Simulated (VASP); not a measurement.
Write the native input for VASP 6.6.1 that does the following.

```
Task                               : single point
Functional                         : HSE06
Potentials or basis                : VASP PAW PBE potentials, release 64 (Ni, O)
Cutoff                             : 520 eV
k mesh                             : 5 × 5 × 5
Occupations                        : fermi-dirac, width 0.05 eV
Spin                               : collinear spin, ferromagnetic start
Starting moments                   : [1.0, 0.0] μB
Dipole correction                  : no
Grid for exact exchange (PRECFOCK) : Normal
Further INCAR settings             : ALGO = Normal; EDIFF = 1e-06; NBANDS = 19
Share of exact exchange            : 0.25
Screening parameter                : 0.2079 1/Å
```

The system is NiO.

```
CELL_PARAMETERS angstrom
0.00000 2.24063 2.24063
2.24063 0.00000 2.24063
2.24063 2.24063 0.00000
ATOMIC_POSITIONS crystal
Ni 0.00000 0.00000 0.00000
O 0.75000 0.75000 0.75000
```

One way to write it, as run:

POSCAR

```
NiO
1.0
    0.0000000000      2.2406300000      2.2406300000
    2.2406300000      0.0000000000      2.2406300000
    2.2406300000      2.2406300000      0.0000000000
Ni O
1 1
Direct
    0.0000000000      0.0000000000      0.0000000000
    0.7500000000      0.7500000000      0.7500000000
```

INCAR.step1

```
SYSTEM = NiO
PREC     = Accurate       ! precision mode
ENCUT    = 520            ! plane-wave cutoff, eV
EDIFF    = 1E-5           ! SCF threshold, eV
ISMEAR   = -1             ! smearing method
SIGMA    = 0.05           ! smearing width, eV
LREAL    = .False.        ! projectors in reciprocal space
LASPH    = .True.         ! aspherical terms in the spheres
NELM     = 150            ! most SCF steps
ALGO     = Normal         ! electronic algorithm
ISIF     = 2              ! what is computed and relaxed
LWAVE    = .True.         ! write WAVECAR
LCHARG   = .False.        ! write CHGCAR
ISPIN    = 2              ! spin polarisation
MAGMOM   = 1 0            ! initial moments
LORBIT   = 11             ! projections on sites
LMAXMIX  = 4              ! l up to which the mixer works
GGA      = PE             ! functional
NBANDS   = 19             ! bands
```

INCAR.step2

```
SYSTEM = NiO
PREC     = Accurate       ! precision mode
ENCUT    = 520            ! plane-wave cutoff, eV
EDIFF    = 1E-6           ! SCF threshold, eV
ISMEAR   = -1             ! smearing method
SIGMA    = 0.05           ! smearing width, eV
LREAL    = .False.        ! projectors in reciprocal space
LASPH    = .True.         ! aspherical terms in the spheres
NELM     = 150            ! most SCF steps
ALGO     = Normal         ! electronic algorithm
ISIF     = 2              ! what is computed and relaxed
LWAVE    = .False.        ! write WAVECAR
LCHARG   = .False.        ! write CHGCAR
ISPIN    = 2              ! spin polarisation
MAGMOM   = 1 0            ! initial moments
LORBIT   = 11             ! projections on sites
LMAXMIX  = 4              ! l up to which the mixer works
GGA      = PE             ! functional
LHFCALC  = .True.         ! exact exchange
HFSCREEN = 0.2079         ! screening, 1/A
PRECFOCK = Normal       
ISTART   = 1            
NBANDS   = 19             ! bands
```

KPOINTS

```
regular mesh
0
Gamma
  5 5 5
  0 0 0
```

Potentials or basis: VASP PAW PBE potentials, release 64 (Ni, O).

Command:

```bash
$ cat potpaw_PBE.64/Ni/POTCAR potpaw_PBE.64/O/POTCAR > POTCAR
$ cp INCAR.step1 INCAR
$ mpirun -np 1 vasp_std > vasp.out
$ cp INCAR.step2 INCAR
$ mpirun -np 1 vasp_std > vasp.out
```

Results of the run:

```json
{
 "Pressure": "-3.3 GPa",
 "Band gap on the k mesh": "zero (filled and empty bands overlap)",
 "Net moment": "2.00 μB per cell",
 "Site moments": "Ni +1.65; O +0.34 μB",
 "Valence electrons inside the program's atomic spheres": "Ni 9.07; O 5.03"
}
```

Caveat: the k points lie up to 0.49 Å⁻¹ apart, too coarse for converged energies and pressures of a metal; the PAW data sets were made with another functional, which shifts forces and pressure a little; a cell with one magnetic atom can't hold antiferromagnetic order, which such compounds often take.

Wall time 19 min on 1 thread of Intel(R) Xeon(R) Platinum 8259CL CPU @ 2.50GHz (Skylake/Cascade Lake), with other jobs on the host, peak memory 0.26 GiB.
